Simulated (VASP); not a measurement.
S: relaxation of cell and atoms with PBEsol

Crystal: S.

```
CELL_PARAMETERS angstrom
2.73000 0.00000 0.00000
0.00000 2.73000 0.00000
0.00000 0.00000 2.73000
ATOMIC_POSITIONS crystal
S 0.00000 0.00000 0.00000
```

```
Program                : VASP 6.6.1
Task                   : relaxation of cell and atoms
Functional             : PBEsol
Potentials or basis    : VASP PAW PBE potentials, release 64 (S)
Cutoff                 : 600 eV
k mesh                 : 6 × 6 × 6
Occupations            : fermi-dirac, width 0.1 eV
Spin                   : no spin polarisation
Target pressure        : 60 GPa
Dipole correction      : no
Further INCAR settings : ALGO = Normal; EDIFF = 1e-07; IBRION = 2; EDIFFG = -0.02; NSW = 80; ISIF = 3
```

* Relaxed volume: 11.31 Å³/atom
* Relaxed cell: a = 2.244 Å, b = 2.244 Å, c = 2.244 Å, α = 90.00°, β = 90.00°, γ = 90.00°
* Space group after relaxing (to 0.05 Å): Pm-3m (No. 221)
* Energy change on relaxing (the enthalpy is what falls): +523.8 meV/atom
* Ionic steps: 9
* Pressure after relaxing: 60.0 GPa
* Band gap on the k mesh: zero (band 3 reaches 19.60 eV, above the bottom of band 4 at 8.45 eV)

The path:
```
step  energy change (eV)  largest force (eV/Å)  pressure (GPa)  volume (Å³)
   1              0.0000                0.0000          -13.07        20.35
   2             28.3856                0.0000         2953.27         3.43
   3             -0.2022                0.0000           -4.54        16.99
   4             -0.1894                0.0000            7.99        14.98
   5              0.6436                0.0000           68.31        11.00
   6              0.4945                0.0000           58.32        11.38
   7              0.5488                0.0000           61.58        11.24
   8              0.4892                0.0000           58.04        11.40
   9              0.5238                0.0000           60.00        11.31
```

Final structure:
```cif
data_structure
_symmetry_space_group_name_H-M 'P 1'
_symmetry_Int_Tables_number 1
_cell_length_a 2.2444
_cell_length_b 2.2444
_cell_length_c 2.2444
_cell_angle_alpha 90.000
_cell_angle_beta 90.000
_cell_angle_gamma 90.000
_cell_volume 11.31
loop_
_atom_site_label
_atom_site_type_symbol
_atom_site_fract_x
_atom_site_fract_y
_atom_site_fract_z
_atom_site_occupancy
S1 S 0.00000 0.00000 0.00000 1
```

Levels at points of the mesh, in eV from the Fermi level:
```csv
k point,band 1,band 2,band 3,band 4,band 5,band 6
"(0.00, 0.00, 0.00)",-22.05,2.72,2.72,2.72,5.79,5.79
"(0.50, 0.00, 0.00)",-17.13,-12.72,5.73,5.73,8.73,14.67
"(0.50, 0.50, 0.00)",-11.85,-8.90,-8.90,-0.93,8.47,17.47
"(0.50, 0.50, 0.50)",-5.49,-5.49,-5.49,-5.43,3.40,3.40
```

Run time: 20 s on 1 thread of Intel Xeon 6975P-C, with other jobs on the host, peak memory 0.14 GiB.

Caveat: the k points lie up to 0.47 Å⁻¹ apart in the final cell; the cell is relaxed towards a set pressure, so the enthalpy falls and the energy may rise; the volume moved by over 15 % at a fixed basis, so the end points are rough; the PAW data sets were made with another functional, which shifts forces and pressure a little.
